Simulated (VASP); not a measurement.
# ZnSe (zincblende type) (F-43m) in VASP: single point with r2SCAN

Aim: the single point of ZnSe (zincblende type) with r2SCAN.

Everything below comes from runs of VASP 6.6.1. Logs are shortened: lines on timing, memory, paths and dates and some standing lists are left out, and cuts for length are marked.

## Step 1: The cell of the first run

Symmetry: F-43m, No. 216, cubic system. Conventional cell: a = 5.664 Å, b = 5.664 Å, c = 5.664 Å, α = 90.00°, β = 90.00°, γ = 90.00°. Within 3.2 Å of Zn (site symmetry -43m) lie 4 Se at 2.45 Å. Se (site symmetry -43m) has 4 Zn at 2.45 Å within 3.2 Å.

## Step 2: Single point, r2SCAN

POSCAR

```
ZnSe
1.0
    0.0000000000      2.8321194787      2.8321194787
    2.8321194787      0.0000000000      2.8321194787
    2.8321194787      2.8321194787      0.0000000000
Zn Se
1 1
Direct
    0.0000000000      0.0000000000      0.0000000000
    0.2500000000      0.2500000000      0.2500000000
```

INCAR.step1

```
SYSTEM = ZnSe
PREC = Accurate ; ENCUT = 520
ISMEAR = -1 ; SIGMA = 0.02
LREAL = .FALSE. ; LASPH = .TRUE.
NELM = 60 ; NBANDS = 16
GGA = PE ; ALGO = Normal
EDIFF = 1E-4 ; LWAVE = .TRUE.
LCHARG = .FALSE.
```

INCAR.step2

```
SYSTEM = ZnSe
PREC = Accurate ; ENCUT = 520
EDIFF = 1E-7 ; ISMEAR = -1
SIGMA = 0.02 ; LREAL = .FALSE.
LASPH = .TRUE. ; NELM = 60
ALGO = Normal ; ISIF = 2
LWAVE = .FALSE. ; LCHARG = .FALSE.
METAGGA = R2SCAN ; LMIXTAU = .TRUE.
NBANDS = 16 ; ISTART = 1
```

KPOINTS

```
Automatic mesh
0
G
  10 10 10
  0 0 0
```

Potentials or basis: VASP PAW PBE potentials, release 64 (Zn, Se).

On the command line:

```
cat potpaw_PBE.64/Zn/POTCAR potpaw_PBE.64/Se/POTCAR > POTCAR
cp INCAR.step1 INCAR
mpirun -np 1 vasp_std > vasp.out
cp INCAR.step2 INCAR
mpirun -np 1 vasp_std > vasp.out
```

OUTCAR:

```text
SYSTEM = ZnSe
   PREC = Accurate
   ENCUT = 520
   EDIFF = 1E-7
   ISMEAR = -1
   LREAL = .FALSE.
   LASPH = .TRUE.
   NELM = 60
   ISIF = 2
   METAGGA = R2SCAN
   ISTART = 1

 ion  position               nearest neighbor table
   1  0.000  0.000  0.000-   2 2.45   2 2.45   2 2.45   2 2.45
   2  0.250  0.250  0.250-   1 2.45   1 2.45   1 2.45   1 2.45

  LATTYP: Found a face centered cubic cell.
 ALAT       =     5.6642389574

  Lattice vectors:

 A1 = (   0.0000000000,   2.8321194787,   2.8321194787)
 A2 = (   2.8321194787,   0.0000000000,   2.8321194787)
 A3 = (   2.8321194787,   2.8321194787,   0.0000000000)

Analysis of symmetry for initial positions (statically):
=====================================================================
 Subroutine PRICEL returns:
 Original cell was already a primitive cell.

 Routine SETGRP: Setting up the symmetry group for a
 face centered cubic supercell.

 Subroutine GETGRP returns: Found 24 space group operations
 (whereof 24 operations were pure point group operations)
 out of a pool of 48 trial point group operations.

The static configuration has the point symmetry T_d .

Analysis of symmetry for dynamics (positions and initial velocities):
=====================================================================
 Subroutine PRICEL returns:
 Original cell was already a primitive cell.

 Routine SETGRP: Setting up the symmetry group for a
 face centered cubic supercell.

 Subroutine GETGRP returns: Found 24 space group operations
 (whereof 24 operations were pure point group operations)
 out of a pool of 48 trial point group operations.

The dynamic configuration has the point symmetry T_d .

 Subroutine INISYM returns: Found 24 space group operations
 (whereof 24 operations are pure point group operations),
 and found     1 'primitive' translations

----------------------------------------------------------------------------------------

                                     Primitive cell

  volume of cell :      45.4323

  direct lattice vectors                    reciprocal lattice vectors
     0.000000000  2.832119479  2.832119479    -0.176546224  0.176546224  0.176546224
     2.832119479  0.000000000  2.832119479     0.176546224 -0.176546224  0.176546224
     2.832119479  2.832119479  0.000000000     0.176546224  0.176546224 -0.176546224

  length of vectors
     4.005221777  4.005221777  4.005221777     0.305787030  0.305787030  0.305787030

  position of ions in fractional coordinates (direct lattice)
     0.000000000  0.000000000  0.000000000
     0.250000000  0.250000000  0.250000000

  ion indices of the primitive-cell ions
   primitive index   ion index
                 1           1
                 2           2

----------------------------------------------------------------------------------------

 KPOINTS: Automatic mesh

Automatic generation of k-mesh.
 Grid dimensions read from file:
 generate k-points for:   10   10   10

 Generating k-lattice:

  Cartesian coordinates                     Fractional coordinates (reciprocal lattice)
    -0.017654622  0.017654622  0.017654622     0.100000000  0.000000000  0.000000000
     0.017654622 -0.017654622  0.017654622     0.000000000  0.100000000  0.000000000
     0.017654622  0.017654622 -0.017654622     0.000000000  0.000000000  0.100000000

  Length of vectors
     0.030578703  0.030578703  0.030578703

  Shift w.r.t. Gamma in fractional coordinates (k-lattice)
     0.000000000  0.000000000  0.000000000

 Subroutine IBZKPT returns following result:
 ===========================================

 Found     47 irreducible k-points:

 Following reciprocal coordinates:
            Coordinates               Weight
  0.000000  0.000000  0.000000      1.000000
  0.100000  0.000000  0.000000      8.000000
  0.200000  0.000000  0.000000      8.000000
  0.300000  0.000000  0.000000      8.000000
  0.400000  0.000000  0.000000      8.000000
  0.500000  0.000000  0.000000      4.000000
[... 16 lines left out ...]
  0.300000  0.300000  0.000000      6.000000
  0.400000  0.300000  0.000000     24.000000
 [... further k-points ...]
   k-points           NKPTS =     47   k-points in BZ     NKDIM =     47   number of bands    NBANDS=     16
   number of dos      NEDOS =    301   number of ions     NIONS =      2
   total plane-waves  NPLWV =  27000
   dimension x,y,z NGX =    30 NGY =   30 NGZ =   30
   dimension x,y,z NGXF=    60 NGYF=   60 NGZF=   60
   ions per type =               1   1
   NGX,Y,Z   is equivalent  to a cutoff of  12.45, 12.45, 12.45 a.u.
   NGXF,Y,Z  is equivalent  to a cutoff of  24.90, 24.90, 24.90 a.u.
 SYSTEM =  ZnSe
   PREC   = accura    normal or accurate (medium, high low for compatibility)
   ISTART =      1    job   : 0-new  1-cont  2-samecut
   ICHARG =      0    charge: 1-file 2-atom 10-const
   ISPIN  =      1    spin polarized calculation?
   LNONCOLLINEAR =      F non collinear calculations
   LSORBIT =      F    spin-orbit coupling
   LASPH  =      T    aspherical Exc in radial PAW
   ENCUT  =  520.0 eV  38.22 Ry    6.18 a.u.   7.45  7.45  7.45*2*pi/ulx,y,z
   NELM   =     60;   NELMIN=  2; NELMDL=  0     # of ELM steps
   EDIFF  = 0.1E-06   stopping-criterion for ELM
   LREAL  =      F    real-space projection
   EDIFFG = 0.1E-05   stopping-criterion for IOM
   NSW    =      0    number of steps for IOM
   IBRION =     -1    ionic relax: 0-MD 1-quasi-New 2-CG
   NFREE  =      0    steps in history (QN), initial steepest desc. (CG)
   ISIF   =      2    stress and relaxation
   ISYM   =      2    0-nonsym 1-usesym 2-fastsym
   POTIM  = 0.5000    time-step for ionic-motion
   TEBEG  =    0.0;   TEEND  =   0.0 temperature during run
   PSTRESS=    0.0 pullay stress
   NELECT =      18.0000    total number of electrons
   NUPDOWN=      -1.0000    fix difference up-down
   EMIN   =  10.00;   EMAX   =-10.00  energy-range for DOS
   EFERMI =   0.00;   METHOD = LEGACY
   ISMEAR =    -1;   SIGMA  =   0.02  broadening in eV -4-tet -1-fermi 0-gaus
   EFERMI_NEDOS =   21; number of points for ismear=-14 and -15
   IALGO  =     38    algorithm
   IMIX   =      4    mixing-type and parameters
     AMIX     =   0.40;   BMIX     =  1.00
     AMIX_MAG =   1.60;   BMIX_MAG =  1.00
  volume/ion in A,a.u.               =      22.72       153.30
  Fermi-wavevector in a.u.,A,eV,Ry     =   1.202387  2.272181 19.670396  1.445733
  Thomas-Fermi vector in A             =   2.338169
   LORBIT       =      0    0 simple, 1 ext, 2 COOP (PROOUT), +10 PAW based schemes
   METAGGA = R2SCAN    functional components
   LHFCALC =     F    Hartree Fock is set to
   AEXX    =    0.0000 exact exchange contribution
   IVDW    =     0    specifies the selected vdW correction
   LEPSILON=     F    determine dielectric tensor
   LRPA    =     F    only Hartree local field effects (RPA)
 non-spin polarized calculation
  energy-cutoff  :      520.00
  volume of cell :       45.43
 maximum number of plane-waves:      1243
 NGX is ok and might be reduce to    30
   NGX = 15   NGY = 15   NGZ = 15

 number of electron      18.0000010 magnetization

 Free energy of the ion-electron system (eV)
  ---------------------------------------------------
  ext. energy  EPLUGINS =         0.00000000
  ---------------------------------------------------
  free energy    TOTEN  =       -24.90964027 eV

  energy without entropy =      -24.90964027  energy(sigma->0) =      -24.90964027

 E-fermi :   1.7554     XC(G=0):  -9.9288

 val. band max:        1.3131932205   @ k =   0.0000   0.0000   0.0000
 cond. band min:       3.1880543258   @ k =   0.0000   0.0000   0.0000
 fundamental gap:      1.8748611052
 Fermi energy:         1.7553520607

 k-point     1 :       0.0000    0.0000    0.0000
  band No.  band energies     occupation
      1     -12.4122      2.00000
      2      -5.3866      2.00000
      3      -5.3866      2.00000
      4      -5.3866      2.00000
      5      -4.9777      2.00000
      6      -4.9777      2.00000
[... 8 lines left out ...]
     15      13.3450      0.00000
     16      13.3450      0.00000

 k-point     2 :       0.1000    0.0000    0.0000
  band No.  band energies     occupation
      1     -12.3446      2.00000
      2      -5.3815      2.00000
      3      -5.3756      2.00000
      4      -5.3756      2.00000
      5      -4.9787      2.00000
      6      -4.9787      2.00000
[... 8 lines left out ...]
     15      12.7309      0.00000
     16      12.7309      0.00000

 k-point     3 :       0.2000    0.0000    0.0000
  band No.  band energies     occupation
      1     -12.1587      2.00000
      2      -5.3515      2.00000
      3      -5.3481      2.00000
      4      -5.3481      2.00000
      5      -4.9792      2.00000
      6      -4.9791      2.00000
[... 8 lines left out ...]
     15      12.2476      0.00000
     16      12.9095      0.00000

 k-point     4 :       0.3000    0.0000    0.0000
  band No.  band energies     occupation
      1     -11.9084      2.00000
      2      -5.3178      2.00000
      3      -5.3178      2.00000
      4      -5.2555      2.00000
      5      -4.9745      2.00000
      6      -4.9744      2.00000
[... 8 lines left out ...]
     15      12.6401      0.00000
     16      12.6401      0.00000

 k-point     5 :       0.4000    0.0000    0.0000
  band No.  band energies     occupation
      1     -11.6852      2.00000
      2      -5.2975      2.00000
      3      -5.2974      2.00000
      4      -5.0416      2.00000
      5      -4.9652      2.00000
      6      -4.9651      2.00000
[... 8 lines left out ...]
     15      13.8757      0.00000
     16      13.8758      0.00000

 k-point     6 :       0.5000    0.0000    0.0000
  band No.  band energies     occupation
      1     -11.5941      2.00000
      2      -5.2909      2.00000
      3      -5.2908      2.00000
      4      -4.9602      2.00000
      5      -4.9601      2.00000
      6      -4.8214      2.00000
[... 8 lines left out ...]
     15      15.1364      0.00000
     16      15.1365      0.00000

 k-point     7 :       0.1000    0.1000    0.0000
  band No.  band energies     occupation
      1     -12.3220      2.00000
      2      -5.3910      2.00000
      3      -5.3662      2.00000
      4      -5.3662      2.00000
      5      -4.9854      2.00000
      6      -4.9729      2.00000
[... 8 lines left out ...]
     15      12.8367      0.00000
     16      13.4931      0.00000

 k-point     8 :       0.2000    0.1000    0.0000
  band No.  band energies     occupation
      1     -12.1753      2.00000
      2      -5.3812      2.00000
      3      -5.3386      2.00000
      4      -5.3379      2.00000
      5      -4.9912      2.00000
      6      -4.9687      2.00000
[... 8 lines left out ...]
     15      13.2470      0.00000
     16      13.7423      0.00000

 k-point     9 :       0.3000    0.1000    0.0000
  band No.  band energies     occupation
      1     -11.9450      2.00000
      2      -5.3396      2.00000
      3      -5.3062      2.00000
      4      -5.2817      2.00000
      5      -4.9886      2.00000
      6      -4.9636      2.00000
[... 8 lines left out ...]
     15      13.4076      0.00000
     16      13.4864      0.00000
[... 172 lines left out ...]
 k-point    19 :       0.5000    0.2000    0.0000
  band No.  band energies     occupation
      1     -11.5059      2.00000
      2      -5.2870      2.00000
      3      -5.2326      2.00000
      4      -5.0581      2.00000
      5      -4.9541      2.00000
      6      -4.8438      2.00000
[... 8 lines left out ...]
     15      15.2103      0.00000
     16      15.3472      0.00000

 k-point    20 :      -0.4000    0.2000    0.0000
  band No.  band energies     occupation
      1     -11.4852      2.00000
      2      -5.2780      2.00000
      3      -5.2405      2.00000
      4      -5.0064      2.00000
      5      -4.9696      2.00000
      6      -4.8033      2.00000
[... 8 lines left out ...]
     15      13.4419      0.00000
     16      15.1251      0.00000

 k-point    21 :      -0.3000    0.2000    0.0000
  band No.  band energies     occupation
      1     -11.6120      2.00000
      2      -5.2787      2.00000
      3      -5.2651      2.00000
      4      -5.0896      2.00000
      5      -4.9867      2.00000
      6      -4.9305      2.00000
[... 8 lines left out ...]
     15      13.9805      0.00000
     16      15.5889      0.00000

 k-point    22 :      -0.2000    0.2000    0.0000
  band No.  band energies     occupation
      1     -11.8229      2.00000
      2      -5.3006      2.00000
      3      -5.2931      2.00000
      4      -5.2463      2.00000
      5      -4.9937      2.00000
      6      -4.9530      2.00000
[... 8 lines left out ...]
     15      14.0778      0.00000
     16      15.2337      0.00000

 k-point    23 :       0.3000    0.3000    0.0000
  band No.  band energies     occupation
      1     -11.7383      2.00000
      2      -5.3752      2.00000
      3      -5.2270      2.00000
      4      -5.2270      2.00000
      5      -4.9944      2.00000
      6      -4.9447      2.00000
[... 8 lines left out ...]
     15      14.6258      0.00000
     16      16.8563      0.00000

 k-point    24 :       0.4000    0.3000    0.0000
  band No.  band energies     occupation
      1     -11.5611      2.00000
      2      -5.3391      2.00000
      3      -5.1919      2.00000
      4      -5.1789      2.00000
      5      -4.9492      2.00000
      6      -4.9400      2.00000
[... 8 lines left out ...]
     15      15.2824      0.00000
     16      16.8047      0.00000

 [... further k-points ...]
[... 5 lines left out ...]
  --------------------------------------------------------------------------------------
  -------------------------------------------------------------------------------------
  Total        0.0390068      0.0390068      0.0390068      0.0000000     -0.0000000     -0.0000000
  in kB        1.3755825      1.3755825      1.3755825      0.0000000     -0.0000000     -0.0000000
  external PRESSURE =       1.3755825 kB  Pullay stress =       0.0000000 kB

 VOLUME and BASIS-vectors are now :
 -----------------------------------------------------------------------------
  energy-cutoff  :      520.00
  volume of cell :       45.43
      direct lattice vectors                 reciprocal lattice vectors
     0.000000000  2.832119479  2.832119479    -0.176546224  0.176546224  0.176546224
     2.832119479  0.000000000  2.832119479     0.176546224 -0.176546224  0.176546224
     2.832119479  2.832119479  0.000000000     0.176546224  0.176546224 -0.176546224

 POSITION                                       TOTAL-FORCE (eV/Angst)
 -----------------------------------------------------------------------------------
      0.00000      0.00000      0.00000         0.000000      0.000000      0.000000
      1.41606      1.41606      1.41606        -0.000000     -0.000000     -0.000000
 -----------------------------------------------------------------------------------
    total drift:                                0.000022      0.000022      0.000022

  FREE ENERGIE OF THE ION-ELECTRON SYSTEM (eV)
  ---------------------------------------------------
  free  energy   TOTEN  =       -24.9096402665 eV

  energy  without entropy=      -24.9096402665  energy(sigma->0) =      -24.90964027
```

Wall time 3.8 min (1 thread of Intel Xeon Platinum 8175M at 2.50GHz (Skylake/Cascade Lake), shared host); peak memory 0.19 GiB.

What came out:

```yaml
Free_energy: -24.9096 eV
Pressure: 0.1 GPa
Band_gap_on_the_k_mesh: 1.87 eV, direct
```

Levels at points of the mesh, in eV from the valence-band top:
```tsv
k point	band 6	band 7	band 8	band 9	band 10	band 11	band 12	band 13
(0.00, 0.00, 0.00)	-6.29	0.00	0.00	0.00	1.87	6.32	6.32	6.32
(0.50, 0.00, 0.00)	-6.13	-5.31	-0.89	-0.89	3.06	6.87	6.87	9.08
(0.50, 0.50, 0.00)	-6.11	-4.80	-2.24	-2.24	3.33	3.87	11.52	12.08
```

Caveat: the PAW data sets were made with another functional, which shifts forces and pressure a little. r2SCAN opens gaps a little over a GGA but as a rule still falls short of measured ones.
